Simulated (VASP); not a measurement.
# Au (P6_3/mmc) in VASP: relaxation of shape and atoms at fixed volume with r2SCAN

Aim: the relaxation of shape and atoms at fixed volume of Au with r2SCAN.

All numbers are computed with VASP 6.6.1; they aren't measurements. Logs are shortened: lines on timing, memory, paths and dates and some standing lists are left out, and cuts for length are marked.

## Step 1: The cell of the first run

It takes space group P6_3/mmc (No. 194, hexagonal). Conventional cell: a = 2.893 Å, b = 2.893 Å, c = 4.854 Å, α = 90.00°, β = 90.00°, γ = 120.00°. Au (site symmetry -6m2) has 12 Au at 2.89 to 2.95 Å within 3.8 Å.

## Step 2: Relaxation of shape and atoms at fixed volume, r2SCAN

File POSCAR:

```
Au
1.0
    2.8931297717      0.0000000000      0.0000000000
   -1.4465648858      2.5055238787      0.0000000000
    0.0000000000      0.0000000000      4.8536278526
Au
2
Direct
    0.3333333333      0.6666666667      0.7500000000
    0.6666666667      0.3333333333      0.2500000000
```

File INCAR.step1:

```
ALGO     = Normal         # electronic algorithm
EDIFF    = 1E-4           # SCF threshold, eV
ENCUT    = 600            # plane-wave cutoff, eV
GGA      = PE             # functional
ISMEAR   = 0              # smearing method
LASPH    = T              # aspherical terms in the spheres
LCHARG   = F              # write CHGCAR
LREAL    = F              # projectors in reciprocal space
LWAVE    = T              # write WAVECAR
NELM     = 80             # most SCF steps
PREC     = Accurate       # precision mode
SIGMA    = 0.05           # smearing width, eV
```

File INCAR.step2:

```
ALGO     = Normal         # electronic algorithm
EDIFF    = 1E-6           # SCF threshold, eV
EDIFFG   = -0.01          # ionic threshold
ENCUT    = 600            # plane-wave cutoff, eV
IBRION   = 2              # ionic algorithm
ISIF     = 4              # what is computed and relaxed
ISMEAR   = 0              # smearing method
ISTART   = 1            
LASPH    = T              # aspherical terms in the spheres
LCHARG   = F              # write CHGCAR
LMIXTAU  = T            
LREAL    = F              # projectors in reciprocal space
LWAVE    = F              # write WAVECAR
METAGGA  = R2SCAN         # meta-GGA
NELM     = 80             # most SCF steps
NSW      = 60             # ionic steps
PREC     = Accurate       # precision mode
SIGMA    = 0.05           # smearing width, eV
```

File KPOINTS:

```
k-points
0
Gamma
  16 16 10
```

Potentials or basis: VASP PAW PBE potentials, release 64 (Au).

Started as:

```
cat potpaw_PBE.64/Au/POTCAR > POTCAR
cp INCAR.step1 INCAR
mpirun -np 1 vasp_std > vasp.out
cp INCAR.step2 INCAR
mpirun -np 1 vasp_std > vasp.out
```

OUTCAR:

```text
EDIFF = 1E-6
   EDIFFG = -0.01
   ENCUT = 600
   IBRION = 2
   ISIF = 4
   ISMEAR = 0
   ISTART = 1
   LASPH = T
   LREAL = F
   METAGGA = R2SCAN
   NELM = 80
   NSW = 60
   PREC = Accurate

 ion  position               nearest neighbor table
   1  0.333  0.667  0.750-   2 2.95   2 2.95   2 2.95   2 2.95   2 2.95   2 2.95
   2  0.667  0.333  0.250-   1 2.95   1 2.95   1 2.95   1 2.95   1 2.95   1 2.95

  LATTYP: Found a hexagonal cell.
 ALAT       =     2.8931297717
 C/A-ratio  =     1.6776391782

  Lattice vectors:

 A1 = (   2.8931297717,   0.0000000000,   0.0000000000)
 A2 = (  -1.4465648858,   2.5055238787,   0.0000000000)
 A3 = (   0.0000000000,   0.0000000000,   4.8536278526)

Analysis of symmetry for initial positions (statically):
=====================================================================
 Subroutine PRICEL returns:
 Original cell was already a primitive cell.

 Routine SETGRP: Setting up the symmetry group for a
 hexagonal supercell.

 Subroutine GETGRP returns: Found 24 space group operations
 (whereof 12 operations were pure point group operations)
 out of a pool of 24 trial point group operations.

The static configuration has the point symmetry D_3d.
 The point group associated with its full space group is D_6h.

Analysis of symmetry for dynamics (positions and initial velocities):
=====================================================================
 Subroutine PRICEL returns:
 Original cell was already a primitive cell.

 Routine SETGRP: Setting up the symmetry group for a
 hexagonal supercell.

 Subroutine GETGRP returns: Found 24 space group operations
 (whereof 12 operations were pure point group operations)
 out of a pool of 24 trial point group operations.

The dynamic configuration has the point symmetry D_3d.
 The point group associated with its full space group is D_6h.

 Subroutine INISYM returns: Found 24 space group operations
 (whereof 12 operations are pure point group operations),
 and found     1 'primitive' translations

----------------------------------------------------------------------------------------

                                     Primitive cell

  volume of cell :      35.1830

  direct lattice vectors                    reciprocal lattice vectors
     2.893129772  0.000000000  0.000000000     0.345646438  0.199559064  0.000000000
    -1.446564886  2.505523879  0.000000000     0.000000000  0.399118128  0.000000000
     0.000000000  0.000000000  4.853627853     0.000000000  0.000000000  0.206031453

  length of vectors
     2.893129772  2.893129772  4.853627853     0.399118128  0.399118128  0.206031453

  position of ions in fractional coordinates (direct lattice)
     0.333333333  0.666666667  0.750000000
     0.666666667  0.333333333  0.250000000

  ion indices of the primitive-cell ions
   primitive index   ion index
                 1           1
                 2           2

----------------------------------------------------------------------------------------

 KPOINTS: k-points

Automatic generation of k-mesh.
 Grid dimensions read from file:
 generate k-points for:   16   16   10

 Generating k-lattice:

  Cartesian coordinates                     Fractional coordinates (reciprocal lattice)
     0.021602902  0.012472441  0.000000000     0.062500000  0.000000000  0.000000000
     0.000000000  0.024944883  0.000000000     0.000000000  0.062500000  0.000000000
     0.000000000  0.000000000  0.020603145     0.000000000  0.000000000  0.100000000

  Length of vectors
     0.024944883  0.024944883  0.020603145

  Shift w.r.t. Gamma in fractional coordinates (k-lattice)
     0.000000000  0.000000000  0.000000000

 Subroutine IBZKPT returns following result:
 ===========================================

 Found    180 irreducible k-points:

 Following reciprocal coordinates:
            Coordinates               Weight
[... 34 lines left out ...]
   PREC   = accura    normal or accurate (medium, high low for compatibility)
   ISTART =      1    job   : 0-new  1-cont  2-samecut
   ICHARG =      0    charge: 1-file 2-atom 10-const
   ISPIN  =      1    spin polarized calculation?
   LNONCOLLINEAR =      F non collinear calculations
   LSORBIT =      F    spin-orbit coupling
   LASPH  =      T    aspherical Exc in radial PAW
   ENCUT  =  600.0 eV  44.10 Ry    6.64 a.u.   5.78  5.78  9.69*2*pi/ulx,y,z
   NELM   =     80;   NELMIN=  2; NELMDL=  0     # of ELM steps
   EDIFF  = 0.1E-05   stopping-criterion for ELM
   LREAL  =      F    real-space projection
   EDIFFG = -.1E-01   stopping-criterion for IOM
   NSW    =     60    number of steps for IOM
   IBRION =      2    ionic relax: 0-MD 1-quasi-New 2-CG
   NFREE  =      1    steps in history (QN), initial steepest desc. (CG)
   ISIF   =      4    stress and relaxation
   ISYM   =      2    0-nonsym 1-usesym 2-fastsym
   POTIM  = 0.5000    time-step for ionic-motion
   TEBEG  =    0.0;   TEEND  =   0.0 temperature during run
   PSTRESS=    0.0 pullay stress
   NELECT =      22.0000    total number of electrons
   NUPDOWN=      -1.0000    fix difference up-down
   EMIN   =  10.00;   EMAX   =-10.00  energy-range for DOS
   EFERMI =   0.00;   METHOD = LEGACY
   ISMEAR =     0;   SIGMA  =   0.05  broadening in eV -4-tet -1-fermi 0-gaus
   EFERMI_NEDOS =   21; number of points for ismear=-14 and -15
   IALGO  =     38    algorithm
   IMIX   =      4    mixing-type and parameters
     AMIX     =   0.40;   BMIX     =  1.00
     AMIX_MAG =   1.60;   BMIX_MAG =  1.00
  volume/ion in A,a.u.               =      17.59       118.71
  Fermi-wavevector in a.u.,A,eV,Ry     =   1.399925  2.645475 26.664559  1.959790
  Thomas-Fermi vector in A             =   2.522936
   LORBIT       =      0    0 simple, 1 ext, 2 COOP (PROOUT), +10 PAW based schemes
   METAGGA = R2SCAN    functional components
   LHFCALC =     F    Hartree Fock is set to
   AEXX    =    0.0000 exact exchange contribution
   IVDW    =     0    specifies the selected vdW correction
   LEPSILON=     F    determine dielectric tensor
   LRPA    =     F    only Hartree local field effects (RPA)
 conjugate gradient relaxation of ions
 non-spin polarized calculation
 Gauss-broadening in eV      SIGMA  =   0.05
  energy-cutoff  :      600.00
  volume of cell :       35.18
 maximum number of plane-waves:      1188
 NGX is ok and might be reduce to    24
   NGX = 11   NGY = 11   NGZ = 19

--------------------------------------- Ionic step        1  -------------------------------------------

 number of electron      22.0000002 magnetization

 Free energy of the ion-electron system (eV)
  ---------------------------------------------------
  ext. energy  EPLUGINS =         0.00000000
  ---------------------------------------------------
  free energy    TOTEN  =      -101.17172589 eV

  energy without entropy =     -101.17094776  energy(sigma->0) =     -101.17133683

------------------------ aborting loop because EDIFF is reached ----------------------------------------

  FORCE on cell =-STRESS in cart. coord.  units (eV):
  Direction    XX          YY          ZZ          XY          YZ          ZX
  --------------------------------------------------------------------------------------
  -------------------------------------------------------------------------------------
  Total        0.0893409      0.0893409      0.0590745      0.0000000     -0.0000000      0.0000000
  in kB        4.0684383      4.0684383      2.6901554      0.0000000     -0.0000000      0.0000000
  external PRESSURE =       3.6090107 kB  Pullay stress =       0.0000000 kB

 VOLUME and BASIS-vectors are now :
 -----------------------------------------------------------------------------
  energy-cutoff  :      600.00
  volume of cell :       35.18
      direct lattice vectors                 reciprocal lattice vectors
     2.893129772  0.000000000  0.000000000     0.345646438  0.199559064  0.000000000
    -1.446564886  2.505523879  0.000000000     0.000000000  0.399118128  0.000000000
     0.000000000  0.000000000  4.853627853     0.000000000  0.000000000  0.206031453

 POSITION                                       TOTAL-FORCE (eV/Angst)
 -----------------------------------------------------------------------------------
     -0.00000      1.67035      3.64022         0.000000      0.000000      0.000000
      1.44656      0.83517      1.21341        -0.000000     -0.000000      0.000000
 -----------------------------------------------------------------------------------
    total drift:                               -0.000000      0.000000     -0.000000

  FREE ENERGIE OF THE ION-ELECTRON SYSTEM (eV)
  ---------------------------------------------------
  free  energy   TOTEN  =      -101.1717258916 eV

  energy  without entropy=     -101.1709477639  energy(sigma->0) =     -101.17133683

--------------------------------------- Ionic step        2  -------------------------------------------

 number of electron      22.0000002 magnetization

 Free energy of the ion-electron system (eV)
  ---------------------------------------------------
  ext. energy  EPLUGINS =         0.00000000
  ---------------------------------------------------
  free energy    TOTEN  =      -101.17173544 eV

  energy without entropy =     -101.17096519  energy(sigma->0) =     -101.17135031

 E-fermi :   8.8233     XC(G=0): -13.3983

 val. band max:        8.7196460871   @ k =   0.3750   0.1250   0.2000
 cond. band min:       8.8368711832   @ k =   0.4375   0.0625   0.2000
 fundamental gap:      0.1172250961
 Fermi energy:         8.8233057958

 k-point     1 :       0.0000    0.0000    0.0000
  band No.  band energies     occupation
      1      -0.9372      2.00000
      2       1.4256      2.00000
      3       3.8688      2.00000
      4       4.1351      2.00000
      5       4.1351      2.00000
      6       4.4365      2.00000
      7       4.4365      2.00000
      8       5.0939      2.00000
      9       5.0939      2.00000
     10       6.4357      2.00000
     11       6.4357      2.00000
     12       7.9868      2.00000
     13      11.4262      0.00000
     14      24.2501      0.00000
[... 401 lines left out ...]
      2       2.8365      2.00000
      3       2.8733      2.00000
      4       3.4203      2.00000
      5       3.9379      2.00000
      6       4.3622      2.00000
      7       4.6253      2.00000
      8       5.3627      2.00000
      9       6.4467      2.00000
     10       6.5146      2.00000
     11       7.5949      2.00000
     12      12.7953      0.00000
     13      15.2077      0.00000
     14      15.3951      0.00000
     15      17.0093      0.00000

 [... further k-points ...]

------------------------ aborting loop because EDIFF is reached ----------------------------------------

  FORCE on cell =-STRESS in cart. coord.  units (eV):
  Direction    XX          YY          ZZ          XY          YZ          ZX
  --------------------------------------------------------------------------------------
  -------------------------------------------------------------------------------------
  Total        0.0817640      0.0817640      0.0698373      0.0000000      0.0000000      0.0000000
  in kB        3.7234009      3.7234009      3.1802768      0.0000000      0.0000000      0.0000000
  external PRESSURE =       3.5423595 kB  Pullay stress =       0.0000000 kB

 VOLUME and BASIS-vectors are now :
 -----------------------------------------------------------------------------
  energy-cutoff  :      600.00
  volume of cell :       35.18
      direct lattice vectors                 reciprocal lattice vectors
     2.893834001  0.000000000  0.000000000     0.345562323  0.199510500  0.000000000
    -1.446917001  2.506133759  0.000000000    -0.000000000  0.399021000  0.000000000
     0.000000000 -0.000000000  4.851265829     0.000000000 -0.000000000  0.206131768

 POSITION                                       TOTAL-FORCE (eV/Angst)
 -----------------------------------------------------------------------------------
     -0.00000      1.67076      3.63845        -0.000000      0.000000      0.000000
      1.44692      0.83538      1.21282         0.000000     -0.000000     -0.000000
 -----------------------------------------------------------------------------------
    total drift:                               -0.000000      0.000000     -0.000000

  FREE ENERGIE OF THE ION-ELECTRON SYSTEM (eV)
  ---------------------------------------------------
  free  energy   TOTEN  =      -101.1717354389 eV

  energy  without entropy=     -101.1709651857  energy(sigma->0) =     -101.17135031

 reached required accuracy - stopping structural energy minimisation
```

Run time: 5.2 min. Hardware: 1 thread of Intel Xeon 6975P-C, shared host; peak memory 0.25 GiB.

Results:

- Free energy: -101.1717 eV
- Energy gained by relaxing: 0.0 meV/atom
- Ionic steps: 2
- Pressure after relaxing: 0.4 GPa
- Band gap on the k mesh: zero (band 11 reaches 12.63 eV, above the bottom of band 12 at 5.98 eV)

Final structure:
```
Au
1.0
     2.89383    0.00000    0.00000
    -1.44692    2.50613    0.00000
     0.00000    0.00000    4.85127
Au
2
Cartesian
  0.0000 1.6708 3.6384
  1.4469 0.8354 1.2128
```

Caveat: the PAW data sets were made with another functional, which shifts forces and pressure a little; spin-orbit coupling is left out, which moves the levels of the heavy elements.
